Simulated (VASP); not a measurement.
A run of VASP 6.6.1:

Contents of INCAR:

```
PREC = Accurate ; ENCUT = 600
EDIFF = 1E-6 ; ISMEAR = 0
SIGMA = 0.1 ; LREAL = False
LASPH = True ; NELM = 80
ALGO = Fast ; ISIF = 3
LWAVE = False ; LCHARG = False
GGA = PE ; IBRION = 2
NSW = 90 ; EDIFFG = -0.04
```

KPOINTS

```
regular mesh
0
Gamma
  4 4 4
```

File POSCAR:

```
Cu6Mo
1.0
    4.7680039300      0.0000000000      0.0000000000
    0.0000000000      4.7680039300      0.0000000000
    0.0000000000      0.0000000000      4.7680039300
Cu Mo
6 1
Direct
    0.2099999900      0.5000000000      0.5000000000
    0.5000000000      0.2099999900      0.5000000000
    0.7900000100      0.5000000000      0.5000000000
    0.5000000000      0.7900000100      0.5000000000
    0.5000000000      0.5000000000      0.2099999900
    0.5000000000      0.5000000000      0.7900000100
    0.0000000000      0.0000000000      0.0000000000
```

Potentials or basis: VASP PAW PBE potentials, release 64 (Cu, Mo_sv).

Run with:

```console
$ cat potpaw_PBE.64/Cu/POTCAR potpaw_PBE.64/Mo_sv/POTCAR > POTCAR
$ mpirun -np 1 vasp_std > vasp.out
```

Hardware: 1 thread of Intel(R) Xeon(R) 6975P-C (Granite Rapids) (shared host).

Problem. Estimate the wall time of this run.

Solution. It took 34 min on 1 thread of Intel(R) Xeon(R) 6975P-C (Granite Rapids), with other jobs on the host, peak memory 0.28 GiB. Counts: scf iterations 908, k points 10, ion steps 19.
